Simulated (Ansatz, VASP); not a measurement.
# GaN: VASP beside Ansatz

```xyz
2
Lattice="0.0000 2.2742 2.2742 2.2742 0.0000 2.2742 2.2742 2.2742 0.0000" Properties=species:S:1:pos:R:3 pbc="T T T"
Ga    0.0000    0.0000    0.0000
N     1.1371    1.1371    1.1371
```

Alike in both runs: functional PBE; k mesh 10 × 10 × 10; occupations gaussian, width 0.02 eV; no spin polarisation.

Ansatz relaxed the structure, and its values are those at the end. VASP's run is a single point on that final structure, the one shown.

```csv
,VASP,Ansatz
version,VASP 6.6.1,Ansatz 0.2.0
potentials or method,"VASP PAW PBE potentials, release 64 (Ga_d, N), cutoff 600 eV","scalar-relativistic, plane waves, PAW"
valence electrons in the cell,18,18
```

VASP gave:

| Item | Value |
| --- | --- |
| gap on the k mesh at the Fermi level (eV) | 1.55 |
| least direct gap on the mesh (eV) | 1.55 |
| pressure (GPa) | 0.0 |

Problem. Which values does Ansatz return?

Solution. gap on the k mesh at the Fermi level (eV): 1.54; least direct gap on the mesh (eV): 1.54; pressure (GPa): 0.0.

The functional is the same, so the differences come from potentials, cutoffs and numerics.
